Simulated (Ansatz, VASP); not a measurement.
Two plane-wave programs on TaN

The input INCAR:

```
PREC     = Accurate       # precision mode
ENCUT    = 520            # plane-wave cutoff, eV
EDIFF    = 1E-7           # SCF threshold, eV
ISMEAR   = 0              # smearing method
SIGMA    = 0.15           # smearing width, eV
LREAL    = False          # projectors in reciprocal space
LASPH    = True           # aspherical terms in the spheres
NELM     = 60             # most SCF steps
ALGO     = Normal         # electronic algorithm
ISIF     = 2              # what is computed and relaxed
LWAVE    = False          # write WAVECAR
LCHARG   = True           # write CHGCAR
GGA      = PS             # functional
LELF     = True           # ELF
LVHAR    = True         
NBANDS   = 15             # bands
```

KPOINTS

```
regular mesh
0
Gamma
  18 18 16
```

Contents of POSCAR:

```
TaN
1.0
    2.9379988584      0.0000000000      0.0000000000
   -1.4689994292      2.5443816477      0.0000000000
    0.0000000000      0.0000000000      2.8830000000
Ta N
1 1
Direct
    0.3333333333      0.6666666667      0.5000000000
    0.0569446310      0.0416863631      0.0000000000
```

Input for Ansatz:

```yaml
crystal:
  lattice:
    - [2.9379988584, 0.0, 0.0]
    - [-1.4689994292, 2.5443816477, 0.0]
    - [0.0, 0.0, 2.883]
  atoms:
    - { symbol: Ta, position: [0.3333333333, 0.6666666667, 0.5] }
    - { symbol: "N", position: [0.056944631, 0.0416863631, 0.0] }
basis:
  ecutwfc: 420
kpoints:
  mp_grid: { grid: [18, 18, 16] }
hamiltonian:
  xc: pbesol
scf:
  occupations: { method: gaussian, width: 0.15 }
output:
  forces: true
  stress: true
  eigenvalues: true
```

Alike in both runs: task single point; functional PBEsol; k mesh 18 × 18 × 16; occupations gaussian, width 0.15 eV; no spin polarisation.

|  | VASP | Ansatz |
| --- | --- | --- |
| version | VASP 6.6.1 | Ansatz 0.2.0 |
| potentials or method | VASP PAW PBE potentials, release 64 (Ta_pv, N), cutoff 520 eV | scalar-relativistic, plane waves, PAW |
| valence electrons in the cell | 16 | 18 |

VASP gave:

| Item | Value |
| --- | --- |
| gap on the k mesh at the Fermi level (eV) | none |
| pressure (GPa) | -1.3 |
| traceless stress, the component that is largest in VASP (GPa) | -2.33 |
| rms of the force components (eV/Å) | 1.038 |

**Question.** What did Ansatz give for the same quantities?

**Answer.** gap on the k mesh at the Fermi level (eV): none; pressure (GPa): -2.1; traceless stress, the component that is largest in VASP (GPa): -2.14; rms of the force components (eV/Å): 1.030.

VASP's potentials were made for PBE, not for PBEsol. Atom by atom the forces differ by 0.008 eV/Å (rms over components). A gap of «none» marks a metal or a gap that the smearing closes. VASP's potentials hold 16 valence electrons a cell and Ansatz's 18, so a difference there can come from the potentials and not from the codes.

Neither program's run includes spin-orbit coupling.
